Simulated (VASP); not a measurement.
Crystal: I.

```
I
1.0
     3.60664    0.00000    0.00000
     0.00000    3.60664    0.00000
     0.00000    0.00000    3.60664
I
1
Direct
  0.00000 0.00000 0.00000
```

```yaml
Program: VASP 6.6.1
Task: relaxation of cell and atoms
Functional: r2SCAN
Potentials_or_basis: VASP PAW PBE potentials, release 64 (I)
Cutoff: 600 eV
k_mesh: 12 × 12 × 12
Occupations: gaussian, width 0.1 eV
Spin: no spin polarisation
```

At the start: pressure -2.3 GPa; volume 46.91 Å³/atom.

Task: Where does the relaxation end?

Result: Over 4 steps the energy falls by 48.1 meV/atom and the volume is 41.05 Å³/atom (-12.5 %); space group Pm-3m (No. 221, to 0.05 Å).

The path:
| step | energy change (eV) | largest force (eV/Å) | pressure (GPa) | volume (Å³) |
| --- | --- | --- | --- | --- |
| 1 | 0.0000 | 0.0000 | -2.27 | 46.91 |
| 2 | -0.0442 | 0.0000 | -0.79 | 42.55 |
| 3 | -0.0480 | 0.0000 | -0.07 | 41.18 |
| 4 | -0.0481 | 0.0000 | 0.02 | 41.05 |

Final structure:
```
I
1.0
     3.44967    0.00000    0.00000
     0.00000    3.44967    0.00000
     0.00000    0.00000    3.44967
I
1
Direct
  0.00000 0.00000 0.00000
```

Caveat: the PAW data sets were made with another functional, which shifts forces and pressure a little; an odd number of electrons without spin polarisation forces a metal; a magnetic or distorted state may lie lower.
